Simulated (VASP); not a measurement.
Write the native input for VASP 6.6.1 that does the following.

```
Task                   : single point
Functional             : PBE
Potentials or basis    : VASP PAW PBE potentials, release 64 (Cd, S)
Cutoff                 : 520 eV
k mesh                 : 8 × 8 × 8
Occupations            : gaussian, width 0.027 eV
Spin                   : no spin polarisation
Dipole correction      : no
Further INCAR settings : ALGO = Normal; EDIFF = 1e-07; NBANDS = 16
```

The structure of CdS (Hawleyite) lies in POSCAR:

```
CdS
1.0
    0.0000000000      2.9165000000      2.9165000000
    2.9165000000      0.0000000000      2.9165000000
    2.9165000000      2.9165000000      0.0000000000
Cd S
1 1
Direct
    0.0000000000      0.0000000000      0.0000000000
    0.7500000000      0.7500000000      0.7500000000
```

These files were run (other wordings do the same):

INCAR

```
PREC = Accurate
ENCUT = 520
EDIFF = 1E-7
ISMEAR = 0
SIGMA = 0.027000000000000003
LREAL = F
LASPH = T
NELM = 80
ALGO = Normal
ISIF = 2
LWAVE = F
LCHARG = T
GGA = PE
LELF = T
LVHAR = T
NBANDS = 16
```

KPOINTS

```
regular mesh
0
Gamma
  8 8 8
```

Potentials or basis: VASP PAW PBE potentials, release 64 (Cd, S).

Command:

```bash
$ cat potpaw_PBE.64/Cd/POTCAR potpaw_PBE.64/S/POTCAR > POTCAR
$ mpirun -np 1 vasp_std > vasp.out
```

It gave:

The pressure is 3.2 GPa and the band gap on the k mesh is 1.15 eV, direct.

It took 21 s on 1 thread of Intel(R) Xeon(R) Platinum 8488C (Sapphire Rapids), with other jobs on the host, peak memory 0.18 GiB.
